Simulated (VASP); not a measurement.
# K2S (Fm-3m) in VASP: further runs

The runs below take K2S through electric field gradients, density of states, with PBEsol.

All numbers are computed with VASP 6.6.1; they aren't measurements. Logs are shortened: lines on timing, memory, paths and dates and some standing lists are left out, and cuts for length are marked.

## Step 1: The cell of the first run

It takes space group Fm-3m (No. 225, cubic). Conventional cell: a = 7.391 Å, b = 7.391 Å, c = 7.391 Å, α = 90.00°, β = 90.00°, γ = 90.00°. K (site symmetry -43m) has 4 S at 3.20 Å and 6 K at 3.70 Å within 4.2 Å. Within 4.2 Å of S (site symmetry m-3m) lie 8 K at 3.20 Å.

## Step 2: Electric field gradients, PBEsol

Input file INCAR:

```
SYSTEM = K2S
PREC = Accurate
ENCUT = 400
EDIFF = 1E-8
ISMEAR = -1
SIGMA = 0.01
LREAL = .False.
LASPH = .True.
NELM = 120
ALGO = Normal
ISIF = 2
LWAVE = .False.
LCHARG = .False.
GGA = PS
LEFG = .True.
NBANDS = 19
GGA_COMPAT = .False.
```

Input file KPOINTS:

```
regular mesh
0
Gamma
  7 7 7
  0 0 0
```

Input file POSCAR:

```
K2S
1.0
    0.0000000000      3.6955000000      3.6955000000
    3.6955000000      0.0000000000      3.6955000000
    3.6955000000      3.6955000000      0.0000000000
K S
2 1
Direct
    0.2500000000      0.2500000000      0.2500000000
    0.7500000000      0.7500000000      0.7500000000
    0.0000000000      0.0000000000      0.0000000000
```

Potentials or basis: VASP PAW PBE potentials, release 64 (K_sv, S).

Command:

```bash
$ cat potpaw_PBE.64/K_sv/POTCAR potpaw_PBE.64/S/POTCAR > POTCAR
$ mpirun -np 1 vasp_std > vasp.out
```

OUTCAR:

```text
SYSTEM = K2S
   PREC = Accurate
   ENCUT = 400
   EDIFF = 1E-8
   ISMEAR = -1
   LREAL = .False.
   LASPH = .True.
   NELM = 120
   ISIF = 2
   GGA = PS

 ion  position               nearest neighbor table
   1  0.250  0.250  0.250-   3 3.20   3 3.20   3 3.20   3 3.20   2 3.70   2 3.70   2 3.70   2 3.70
                             2 3.70   2 3.70
   2  0.750  0.750  0.750-   3 3.20   3 3.20   3 3.20   3 3.20   1 3.70   1 3.70   1 3.70   1 3.70
                             1 3.70   1 3.70
   3  0.000  0.000  0.000-   1 3.20   2 3.20   2 3.20   2 3.20   2 3.20   1 3.20   1 3.20   1 3.20

  LATTYP: Found a face centered cubic cell.
 ALAT       =     7.3910000000

  Lattice vectors:

 A1 = (   0.0000000000,   3.6955000000,   3.6955000000)
 A2 = (   3.6955000000,   0.0000000000,   3.6955000000)
 A3 = (   3.6955000000,   3.6955000000,   0.0000000000)

Analysis of symmetry for initial positions (statically):
=====================================================================
 Subroutine PRICEL returns:
 Original cell was already a primitive cell.

 Routine SETGRP: Setting up the symmetry group for a
 face centered cubic supercell.

 Subroutine GETGRP returns: Found 48 space group operations
 (whereof 48 operations were pure point group operations)
 out of a pool of 48 trial point group operations.

The static configuration has the point symmetry O_h .

Analysis of symmetry for dynamics (positions and initial velocities):
=====================================================================
 Subroutine PRICEL returns:
 Original cell was already a primitive cell.

 Routine SETGRP: Setting up the symmetry group for a
 face centered cubic supercell.

 Subroutine GETGRP returns: Found 48 space group operations
 (whereof 48 operations were pure point group operations)
 out of a pool of 48 trial point group operations.

The dynamic configuration has the point symmetry O_h .

 Subroutine INISYM returns: Found 48 space group operations
 (whereof 48 operations are pure point group operations),
 and found     1 'primitive' translations

----------------------------------------------------------------------------------------

                                     Primitive cell

  volume of cell :     100.9368

  direct lattice vectors                    reciprocal lattice vectors
     0.000000000  3.695500000  3.695500000    -0.135299689  0.135299689  0.135299689
     3.695500000  0.000000000  3.695500000     0.135299689 -0.135299689  0.135299689
     3.695500000  3.695500000  0.000000000     0.135299689  0.135299689 -0.135299689

  length of vectors
     5.226226220  5.226226220  5.226226220     0.234345935  0.234345935  0.234345935

  position of ions in fractional coordinates (direct lattice)
     0.250000000  0.250000000  0.250000000
     0.750000000  0.750000000  0.750000000
     0.000000000  0.000000000  0.000000000

  ion indices of the primitive-cell ions
   primitive index   ion index
                 1           1
                 2           2
                 3           3

----------------------------------------------------------------------------------------

 KPOINTS: regular mesh

Automatic generation of k-mesh.
 Grid dimensions read from file:
 generate k-points for:    7    7    7

 Generating k-lattice:

  Cartesian coordinates                     Fractional coordinates (reciprocal lattice)
    -0.019328527  0.019328527  0.019328527     0.142857143  0.000000000  0.000000000
     0.019328527 -0.019328527  0.019328527     0.000000000  0.142857143  0.000000000
     0.019328527  0.019328527 -0.019328527     0.000000000  0.000000000  0.142857143

  Length of vectors
     0.033477991  0.033477991  0.033477991

  Shift w.r.t. Gamma in fractional coordinates (k-lattice)
     0.000000000  0.000000000  0.000000000

 Subroutine IBZKPT returns following result:
 ===========================================

 Found     20 irreducible k-points:

 Following reciprocal coordinates:
            Coordinates               Weight
  0.000000  0.000000  0.000000      1.000000
  0.142857  0.000000  0.000000      8.000000
  0.285714  0.000000  0.000000      8.000000
  0.428571  0.000000  0.000000      8.000000
  0.142857  0.142857  0.000000      6.000000
  0.285714  0.142857  0.000000     24.000000
[... 12 lines left out ...]
 -0.428571  0.428571  0.142857     24.000000
 -0.285714  0.428571  0.142857     24.000000
   k-points           NKPTS =     20   k-points in BZ     NKDIM =     20   number of bands    NBANDS=     19
   number of dos      NEDOS =    301   number of ions     NIONS =      3
   total plane-waves  NPLWV =  46656
   dimension x,y,z NGX =    36 NGY =   36 NGZ =   36
   dimension x,y,z NGXF=    72 NGYF=   72 NGZF=   72
   ions per type =               2   1
   NGX,Y,Z   is equivalent  to a cutoff of  11.45, 11.45, 11.45 a.u.
   NGXF,Y,Z  is equivalent  to a cutoff of  22.90, 22.90, 22.90 a.u.
 SYSTEM =  K2S
   PREC   = accura    normal or accurate (medium, high low for compatibility)
   ISTART =      0    job   : 0-new  1-cont  2-samecut
   ICHARG =      2    charge: 1-file 2-atom 10-const
   ISPIN  =      1    spin polarized calculation?
   LNONCOLLINEAR =      F non collinear calculations
   LSORBIT =      F    spin-orbit coupling
   LASPH  =      T    aspherical Exc in radial PAW
   ENCUT  =  400.0 eV  29.40 Ry    5.42 a.u.   8.52  8.52  8.52*2*pi/ulx,y,z
   NELM   =    120;   NELMIN=  2; NELMDL= -5     # of ELM steps
   EDIFF  = 0.1E-07   stopping-criterion for ELM
   LREAL  =      F    real-space projection
   EDIFFG = 0.1E-06   stopping-criterion for IOM
   NSW    =      0    number of steps for IOM
   IBRION =     -1    ionic relax: 0-MD 1-quasi-New 2-CG
   NFREE  =      0    steps in history (QN), initial steepest desc. (CG)
   ISIF   =      2    stress and relaxation
   ISYM   =      2    0-nonsym 1-usesym 2-fastsym
   POTIM  = 0.5000    time-step for ionic-motion
   TEBEG  =    0.0;   TEEND  =   0.0 temperature during run
   PSTRESS=    0.0 pullay stress
   NELECT =      24.0000    total number of electrons
   NUPDOWN=      -1.0000    fix difference up-down
   EMIN   =  10.00;   EMAX   =-10.00  energy-range for DOS
   EFERMI =   0.00;   METHOD = LEGACY
   ISMEAR =    -1;   SIGMA  =   0.01  broadening in eV -4-tet -1-fermi 0-gaus
   EFERMI_NEDOS =   21; number of points for ismear=-14 and -15
   IALGO  =     38    algorithm
   IMIX   =      4    mixing-type and parameters
     AMIX     =   0.40;   BMIX     =  1.00
     AMIX_MAG =   1.60;   BMIX_MAG =  1.00
  volume/ion in A,a.u.               =      33.65       227.05
  Fermi-wavevector in a.u.,A,eV,Ry     =   1.014212  1.916583 13.995304  1.028626
  Thomas-Fermi vector in A             =   2.147426
   LORBIT       =      0    0 simple, 1 ext, 2 COOP (PROOUT), +10 PAW based schemes
   GGA     = PS    functional components
   LHFCALC =     F    Hartree Fock is set to
   AEXX    =    0.0000 exact exchange contribution
   IVDW    =     0    specifies the selected vdW correction
   LEPSILON=     F    determine dielectric tensor
   LRPA    =     F    only Hartree local field effects (RPA)
 non-spin polarized calculation
  energy-cutoff  :      400.00
  volume of cell :      100.94
 maximum number of plane-waves:      1862
 NGX is ok and might be reduce to    36
   NGX = 17   NGY = 17   NGZ = 17

 number of electron      23.9999995 magnetization

 Free energy of the ion-electron system (eV)
  ---------------------------------------------------
  ext. energy  EPLUGINS =         0.00000000
  ---------------------------------------------------
  free energy    TOTEN  =        -9.86197949 eV

  energy without entropy =       -9.86197949  energy(sigma->0) =       -9.86197949

 E-fermi :  -0.1943     XC(G=0):  -7.5229

 val. band max:       -0.4358505065   @ k =  -0.4286   0.4286   0.0000
 cond. band min:       1.8616436328   @ k =   0.0000   0.0000   0.0000
 fundamental gap:      2.2974941393
 Fermi energy:        -0.1943399738

 k-point     1 :       0.0000    0.0000    0.0000
  band No.  band energies     occupation
      1     -29.4503      2.00000
      2     -29.3637      2.00000
      3     -13.1144      2.00000
      4     -13.1144      2.00000
      5     -13.1144      2.00000
      6     -12.8668      2.00000
[... 11 lines left out ...]
     18       7.0402      0.00000
     19       7.9236      0.00000

 k-point     2 :       0.1429    0.0000    0.0000
  band No.  band energies     occupation
      1     -29.4458      2.00000
      2     -29.3678      2.00000
      3     -13.1100      2.00000
      4     -13.1039      2.00000
      5     -13.1039      2.00000
      6     -12.9017      2.00000
[... 11 lines left out ...]
     18       7.1570      0.00000
     19       7.5660      0.00000

 k-point     3 :       0.2857    0.0000    0.0000
  band No.  band energies     occupation
      1     -29.4333      2.00000
      2     -29.3794      2.00000
      3     -13.1035      2.00000
      4     -13.0733      2.00000
      5     -13.0733      2.00000
      6     -12.9724      2.00000
[... 11 lines left out ...]
     18       7.2448      0.00000
     19       7.2448      0.00000

 k-point     4 :       0.4286    0.0000    0.0000
  band No.  band energies     occupation
      1     -29.4156      2.00000
      2     -29.3964      2.00000
      3     -13.1082      2.00000
      4     -13.0270      2.00000
      5     -13.0270      2.00000
      6     -13.0155      2.00000
[... 319 lines left out ...]
     18       6.9290      0.00000
     19       7.5753      0.00000

 k-point    19 :      -0.4286    0.4286    0.1429
  band No.  band energies     occupation
      1     -29.4159      2.00000
      2     -29.3951      2.00000
      3     -13.2990      2.00000
      4     -13.1903      2.00000
      5     -13.1127      2.00000
      6     -12.8995      2.00000
[... 11 lines left out ...]
     18       7.1366      0.00000
     19       7.4406      0.00000

 k-point    20 :      -0.2857    0.4286    0.1429
  band No.  band energies     occupation
      1     -29.4073      2.00000
      2     -29.4037      2.00000
      3     -13.2979      2.00000
      4     -13.1932      2.00000
      5     -13.0506      2.00000
      6     -12.9662      2.00000
[... 11 lines left out ...]
     18       6.9424      0.00000
     19       7.4508      0.00000

------------------------ aborting loop because EDIFF is reached ----------------------------------------

  FORCE on cell =-STRESS in cart. coord.  units (eV):
  Direction    XX          YY          ZZ          XY          YZ          ZX
  --------------------------------------------------------------------------------------
  -------------------------------------------------------------------------------------
  Total       -0.2270290     -0.2270290     -0.2270290      0.0000000     -0.0000000      0.0000000
  in kB       -3.6036480     -3.6036480     -3.6036480      0.0000000     -0.0000000      0.0000000
  external PRESSURE =      -3.6036480 kB  Pullay stress =       0.0000000 kB

 VOLUME and BASIS-vectors are now :
 -----------------------------------------------------------------------------
  energy-cutoff  :      400.00
  volume of cell :      100.94
      direct lattice vectors                 reciprocal lattice vectors
     0.000000000  3.695500000  3.695500000    -0.135299689  0.135299689  0.135299689
     3.695500000  0.000000000  3.695500000     0.135299689 -0.135299689  0.135299689
     3.695500000  3.695500000  0.000000000     0.135299689  0.135299689 -0.135299689

 POSITION                                       TOTAL-FORCE (eV/Angst)
 -----------------------------------------------------------------------------------
      1.84775      1.84775      1.84775        -0.000000     -0.000000     -0.000000
      5.54325      5.54325      5.54325         0.000000     -0.000000     -0.000000
      0.00000      0.00000      0.00000         0.000000      0.000000      0.000000
 -----------------------------------------------------------------------------------
    total drift:                                0.000000      0.000000      0.000000

  FREE ENERGIE OF THE ION-ELECTRON SYSTEM (eV)
  ---------------------------------------------------
  free  energy   TOTEN  =        -9.8619794863 eV

  energy  without entropy=       -9.8619794863  energy(sigma->0) =       -9.86197949

 Electric field gradients (V/A^2)
---------------------------------------------------------------------
 ion       V_xx      V_yy      V_zz      V_xy      V_xz      V_yz
---------------------------------------------------------------------
   1      -0.000    -0.000     0.000    -0.000    -0.000    -0.000
   2      -0.000    -0.000     0.000    -0.000    -0.000    -0.000
   3      -0.000    -0.000     0.000     0.001     0.001     0.001
---------------------------------------------------------------------

 Electric field gradients after diagonalization (V/A^2)
 (convention: |V_zz| > |V_xx| > |V_yy|)
----------------------------------------------------------------------
 ion       V_xx      V_yy      V_zz     asymmetry (V_yy - V_xx)/ V_zz
----------------------------------------------------------------------
   1       0.000     0.000    -0.000       0.000
   2       0.000     0.000    -0.000       0.000
   3      -0.001    -0.001     0.001       0.000
----------------------------------------------------------------------

           NMR quadrupolar parameters

 Cq : quadrupolar parameter    Cq=e*Q*V_zz/h
 eta: asymmetry parameters     (V_yy - V_xx)/ V_zz
 Q  : nuclear electric quadrupole moment in mb (millibarn)
----------------------------------------------------------------------
 ion       Cq(MHz)       eta       Q (mb)
----------------------------------------------------------------------
   1      -0.000       0.000       1.000
   2      -0.000       0.000       1.000
   3       0.000       0.000       1.000
----------------------------------------------------------------------
```

It took 26 s on 1 thread of Intel Xeon Platinum 8488C (Sapphire Rapids), shared host; peak memory 0.2 GiB.

Results:

```yaml
Free_energy: -9.8620 eV
Pressure: -0.4 GPa
Band_gap_on_the_k_mesh: 2.30 eV, indirect (least direct gap 2.50 eV)
```

Levels at points of the mesh, in eV from the valence-band top:
```tsv
k point	band 9	band 10	band 11	band 12	band 13	band 14	band 15	band 16
(0.00, 0.00, 0.00)	-9.59	-0.20	-0.20	-0.20	2.30	5.42	5.42	7.48
```

Caveat: without QUAD_EFG the Cq values of the log hold for a quadrupole moment of 1 mb, not for the nuclei; the PAW data sets were made with another functional, which shifts forces and pressure a little. A k mesh can miss the band edges.

## Step 3: Density of states, PBEsol

POSCAR is that of step 2.

Input file INCAR.step1:

```
SYSTEM = K2S
PREC     = Accurate       ! precision mode
ENCUT    = 400            ! plane-wave cutoff, eV
EDIFF    = 1E-6           ! SCF threshold, eV
ISMEAR   = -1             ! smearing method
SIGMA    = 0.01           ! smearing width, eV
LREAL    = .FALSE.        ! projectors in reciprocal space
LASPH    = .TRUE.         ! aspherical terms in the spheres
NELM     = 120            ! most SCF steps
ALGO     = Normal         ! electronic algorithm
ISIF     = 2              ! what is computed and relaxed
LWAVE    = .FALSE.        ! write WAVECAR
LCHARG   = .TRUE.         ! write CHGCAR
GGA      = PS             ! functional
NBANDS   = 19             ! bands
GGA_COMPAT= .FALSE.      
NEDOS    = 2001           ! points of the DOS
LORBIT   = 11             ! projections on sites
```

Input file KPOINTS.step1:

```
Automatic mesh
0
G
  7 7 7
  0 0 0
```

Input file INCAR.step2:

```
SYSTEM = K2S
PREC     = Accurate       ! precision mode
ENCUT    = 400            ! plane-wave cutoff, eV
EDIFF    = 1E-6           ! SCF threshold, eV
ISMEAR   = -5             ! smearing method
SIGMA    = 0.01           ! smearing width, eV
LREAL    = .FALSE.        ! projectors in reciprocal space
LASPH    = .TRUE.         ! aspherical terms in the spheres
NELM     = 120            ! most SCF steps
ALGO     = Normal         ! electronic algorithm
ISIF     = 2              ! what is computed and relaxed
LWAVE    = .FALSE.        ! write WAVECAR
LCHARG   = .FALSE.        ! write CHGCAR
GGA      = PS             ! functional
LORBIT   = 11             ! projections on sites
NBANDS   = 19             ! bands
NEDOS    = 2001           ! points of the DOS
ICHARG   = 11             ! starting density
GGA_COMPAT= .FALSE.
```

Input file KPOINTS.step2:

```
Automatic mesh
0
G
  11 11 11
  0 0 0
```

Potentials or basis: VASP PAW PBE potentials, release 64 (K_sv, S).

Command:

```bash
$ cat potpaw_PBE.64/K_sv/POTCAR potpaw_PBE.64/S/POTCAR > POTCAR
$ cp INCAR.step1 INCAR
$ cp KPOINTS.step1 KPOINTS
$ mpirun -np 1 vasp_std > vasp.out
$ cp INCAR.step2 INCAR
$ cp KPOINTS.step2 KPOINTS
$ mpirun -np 1 vasp_std > vasp.out
```

Wall time 48 s (1 thread of Intel Xeon Platinum 8488C (Sapphire Rapids), shared host); peak memory 0.22 GiB.

The run converged. Its results:

| Item | Value |
| --- | --- |
| Valence electrons inside the program's atomic spheres | K 7.56; S 3.69 |

Levels at points of the mesh, in eV from the valence-band top:
```csv
k point,band 9,band 10,band 11,band 12,band 13,band 14,band 15,band 16
"(0.00, 0.00, 0.00)",-9.59,-0.20,-0.20,-0.20,2.29,5.42,5.42,7.47
```

Caveat: the PAW data sets were made with another functional, which shifts forces and pressure a little.
